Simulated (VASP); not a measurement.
Set up this calculation in VASP 6.6.1, as the native input.

- Task: single point
- Functional: r2SCAN
- Potentials or basis: VASP PAW PBE potentials, release 64 (Ge_d)
- Cutoff: 520 eV
- k mesh: 12 × 12 × 6
- Occupations: gaussian, width 0.01 eV
- Spin: no spin polarisation
- Dipole correction: no
- Further INCAR settings: ALGO = Normal; EDIFF = 1e-06; NBANDS = 36

The system is Ge.

```xyz
4
Lattice="3.9956 0.0000 0.0000 -1.9978 3.4603 0.0000 0.0000 0.0000 6.5037" Properties=species:S:1:pos:R:3 pbc="T T T"
Ge    1.9978    1.1534    0.4037
Ge    0.0000    2.3069    3.6555
Ge    1.9978    1.1534    2.8481
Ge    0.0000    2.3069    6.1000
```

This cell differs from its parent crystal: strain along c alone, the other axes held: -1.5 %, then relaxed in part.

These files were run (other wordings do the same):

POSCAR

```
Ge
1.0
    3.9956487028      0.0000000000      0.0000000000
   -1.9978243514      3.4603332812      0.0000000000
    0.0000000000      0.0000000000      6.5036703154
Ge
4
Direct
    0.6666666667      0.3333333333      0.0620733630
    0.3333333333      0.6666666667      0.5620733630
    0.6666666667      0.3333333333      0.4379266370
    0.3333333333      0.6666666667      0.9379266370
```

INCAR.step1

```
  PREC = Accurate
  ENCUT = 520
  ISMEAR = 0
  SIGMA = 0.01
  LREAL = False
  LASPH = True
  NELM = 60
  NBANDS = 36
  GGA = PE
  ALGO = Normal
  EDIFF = 1E-4
  LWAVE = True
  LCHARG = False
```

INCAR.step2

```
  PREC = Accurate
  ENCUT = 520
  EDIFF = 1E-6
  ISMEAR = 0
  SIGMA = 0.01
  LREAL = False
  LASPH = True
  NELM = 60
  ALGO = Normal
  ISIF = 2
  LWAVE = False
  LCHARG = True
  METAGGA = R2SCAN
  LMIXTAU = True
  LELF = True
  LVHAR = True
  NBANDS = 36
  ISTART = 1
```

KPOINTS

```
regular mesh
0
Gamma
  12 12 6
```

Potentials or basis: VASP PAW PBE potentials, release 64 (Ge_d).

The run is started by

```bash
$ cat potpaw_PBE.64/Ge_d/POTCAR > POTCAR
$ cp INCAR.step1 INCAR
$ mpirun -np 1 vasp_std > vasp.out
$ cp INCAR.step2 INCAR
$ mpirun -np 1 vasp_std > vasp.out
```

It gave:

The pressure is 1.2 GPa and the band gap on the k mesh is zero (filled and empty bands touch).

Caveat: the cell differs from its parent crystal (strain along c alone, the other axes held: -1.5 %, then relaxed in part); semilocal functionals underestimate gaps, so a narrow gap can read as zero; the PAW data sets were made with another functional, which shifts forces and pressure a little.

Wall time 5.3 min on 1 thread of Intel(R) Xeon(R) 6975P-C (Granite Rapids) (shared host), peak memory 0.31 GiB.
